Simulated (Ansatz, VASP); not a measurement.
# Two plane-wave programs on TiB2

```
Ti B
1.0
     3.02920   -0.03029   -0.03029
    -1.54083    2.63851   -0.01109
    -0.03228   -0.03228    3.22840
Ti B
1 2
Direct
  0.00000 0.00000 0.00000
  0.33333 0.66667 0.50000
  0.66667 0.33333 0.50000
```

Change from the starting cell: equal xy, yz and zx shear strains of -2 %, PAW files.

Alike in both runs: task electric field gradients; functional PBE; k mesh 15 × 15 × 13; occupations fermi-dirac, width 0.08 eV; no spin polarisation.

|  | VASP | Ansatz |
| --- | --- | --- |
| version | VASP 6.6.1 | Ansatz 0.2.0 |
| potentials or method | VASP PAW PBE potentials, release 64 (Ti_sv, B) | PAW with Ansatz's default frozen-core files, scalar-relativistic |
| plane-wave cutoff (eV) | 520 | 420 |
| valence electrons in the cell | 18 | 18 |

|  | VASP | Ansatz | Ansatz less VASP |
| --- | --- | --- | --- |
| pressure (GPa) | 0.8 | 0.6 | -0.17 |
| traceless stress, the component that is largest in VASP (GPa) | 6.06 | 6.05 | -0.002 |
| rms of the force components (eV/Å) | 0.029 | 0.029 | -0.0005 |
| size of Vzz on the site where it differs most (V/Å²) | 23.2 | 25.6 | +2.37 |

Atom by atom the forces differ by 0.000 eV/Å (rms over components). With one functional, cell and mesh, what is left measures potentials, basis and numerics.
